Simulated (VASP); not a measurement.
## CdSn2O3: relaxation of cell and atoms with PBE

The system is CdSn2O3.

```
Cd Sn O
1.0
     3.90347   -5.00985    0.00000
     3.90347    5.00985    0.00000
     0.00000    0.00000    3.20053
Cd Sn O
1 2 3
Cartesian
  0.0000 0.0000 1.6003
  1.9517 -2.5049 0.0000
  1.9517 2.5049 0.0000
  3.9035 -3.5211 0.0000
  3.9035 3.5211 0.0000
  3.9035 0.0000 1.6003
```

The cell was built from a structure type or drawn by symmetry, and may not be a known phase.

```
Program                : VASP 6.6.1
Task                   : relaxation of cell and atoms
Functional             : PBE
Potentials or basis    : VASP PAW PBE potentials, release 64 (Cd, Sn_d, O)
Cutoff                 : 600 eV
k mesh                 : 4 × 4 × 6
Occupations            : gaussian, width 0.1 eV
Spin                   : no spin polarisation
Dipole correction      : no
Further INCAR settings : ALGO = Normal; EDIFF = 1e-06; IBRION = 2; EDIFFG = -0.04; NSW = 90; ISIF = 3
```

```yaml
Relaxed_volume: 20.90 Å³/atom
Relaxed_cell: a = 6.313 Å, b = 6.313 Å, c = 3.247 Å, α = 90.00°, β = 90.00°, γ = 104.29°
Space_group_after_relaxing_to_0.1_Å: Cmmm (No. 65)
Energy_gained_by_relaxing: 1.8 meV/atom
Ionic_steps: 5
Pressure_after_relaxing: 0.1 GPa
Largest_force_after_relaxing: 0.012 eV/Å
Band_gap_on_the_k_mesh: zero (bands 29 and 30 overlap by 0.74 eV)
```

Forces on the atoms (eV/Å):
```
Cd   0.000  0.000  0.000
Sn   0.000  0.000  0.000
Sn   0.000  0.000  0.000
O    0.000 -0.012  0.000
O    0.000  0.012  0.000
O    0.000  0.000  0.000
```

Stress tensor (GPa, compression positive):
```
0.14 0.00 0.00
0.00 0.05 0.00
0.00 0.00 0.14
```

The path:
```
step  energy change (eV)  largest force (eV/Å)  pressure (GPa)  volume (Å³)
   1              0.0000                0.1810            0.12       125.18
   2             -0.0082                0.1285           -0.03       125.45
   3             -0.0084                0.0894           -0.01       125.42
   4             -0.0098                0.0618            0.02       125.41
   5             -0.0110                0.0120            0.11       125.40
```

Final structure:
```
Cd Sn O
1.0
     3.87420   -4.98457    0.00000
     3.87420    4.98457    0.00000
     0.00000    0.00000    3.24685
Cd Sn O
1 2 3
Direct
  0.00000 0.00000 0.50000
  0.50000 0.00000 0.00000
  0.00000 0.50000 0.00000
  0.85163 0.14837 0.00000
  0.14837 0.85163 0.00000
  0.50000 0.50000 0.50000
```

Levels at points of the mesh, in eV from the Fermi level:
```
           k point  band 26  band 27  band 28  band 29  band 30  band 31  band 32  band 33
(0.00, 0.00, 0.00)    -1.43    -1.21    -1.04     0.24     1.63     1.70     3.16     3.17
(0.50, 0.00, 0.00)    -1.69    -1.20    -0.31     0.25     0.50     1.98     2.35     3.99
(0.50, 0.50, 0.00)    -1.53    -0.42    -0.37    -0.07     0.25     0.86     1.62     3.71
(0.00, 0.00, 0.50)    -1.47    -0.68    -0.66    -0.49    -0.49     0.34     2.64     2.71
(0.50, 0.00, 0.50)    -1.34    -1.21    -1.12    -0.52    -0.46     0.16     2.74     3.13
(0.50, 0.50, 0.50)    -1.27    -1.18    -0.89     0.05     0.29     0.39     2.54     3.31
```

Wall time 5.5 min on 1 thread of Intel(R) Xeon(R) 6975P-C (Granite Rapids), on a shared host, peak memory 0.36 GiB.

Caveat: semilocal functionals underestimate gaps, so a narrow gap can read as zero; spin-orbit coupling is left out, which moves the levels of the heavy elements.
